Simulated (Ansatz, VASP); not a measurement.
**Al2BN3: VASP beside Ansatz**

INCAR

```
PREC     = Accurate       # precision mode
ENCUT    = 600            # plane-wave cutoff, eV
EDIFF    = 1E-7           # SCF threshold, eV
ISMEAR   = 0              # smearing method
SIGMA    = 0.1            # smearing width, eV
LREAL    = False          # projectors in reciprocal space
LASPH    = True           # aspherical terms in the spheres
NELM     = 80             # most SCF steps
ALGO     = Normal         # electronic algorithm
ISIF     = 3              # what is computed and relaxed
LWAVE    = False          # write WAVECAR
LCHARG   = False          # write CHGCAR
GGA      = PE             # functional
IBRION   = 2              # ionic algorithm
NSW      = 90             # ionic steps
EDIFFG   = -0.04          # ionic threshold
```

The input KPOINTS:

```
regular mesh
0
Gamma
  6 6 2
```

POSCAR

```
Al2BN3
1.0
    3.2046086500      0.0000000000      0.0000000000
   -1.6023043300      2.7752725000      0.0000000000
    0.0000000000      0.0000000000      7.8496560200
Al B N
2 1 3
Direct
    0.0000000000      0.0000000000      0.0000000000
    0.3333333300      0.6666666700      0.6666666700
    0.6666666700      0.3333333300      0.3333333300
    0.0000000000      0.0000000000      0.7500000000
    0.3333333300      0.6666666700      0.4166666700
    0.6666666700      0.3333333300      0.0833333300
```

Input for Ansatz:

```yaml
crystal:
  lattice:
    - [3.20460865, 0.0, 0.0]
    - [-1.60230433, 2.7752725, 0.0]
    - [0.0, 0.0, 7.84965602]
  atoms:
    - { symbol: Al, position: [0.0, 0.0, 0.0] }
    - { symbol: Al, position: [0.33333333, 0.66666667, 0.66666667] }
    - { symbol: B, position: [0.66666667, 0.33333333, 0.33333333] }
    - { symbol: "N", position: [0.0, 0.0, 0.75] }
    - { symbol: "N", position: [0.33333333, 0.66666667, 0.41666667] }
    - { symbol: "N", position: [0.66666667, 0.33333333, 0.08333333] }
basis:
  ecutwfc: 420
kpoints:
  mp_grid: { grid: [6, 6, 2] }
hamiltonian:
  xc: pbe
scf:
  occupations: { method: gaussian, width: 0.1 }
  lower_state_search: "off"
output:
  forces: true
  stress: true
  eigenvalues: true
relax:
  adjacent_minimum: "off"
  f_tol: 0.04
  max_steps: 70
  cell: { stress_tol: 0.4 }
```

Alike in both runs: task relaxation of cell and atoms; functional PBE; k mesh 6 × 6 × 2; occupations gaussian, width 0.1 eV; no spin polarisation.

```csv
,VASP,Ansatz
version,VASP 6.6.1,Ansatz 0.2.0
potentials or method,"VASP PAW PBE potentials, release 64 (Al, B, N), cutoff 600 eV","scalar-relativistic, plane waves, PAW"
valence electrons in the cell,24,24
```

```csv
,VASP,Ansatz,Ansatz less VASP
"gap on the k mesh at the Fermi level, each at its own relaxed structure (eV)",3.10,3.10,+0.004
relaxed volume (Å³/atom),9.13,9.14,+0.013
relaxed cell length with the largest relative difference (Å),7.230,7.234,+0.0040
```

Noted on VASP's run: the volume moved by over 15 % at a fixed basis, so the end points are rough.
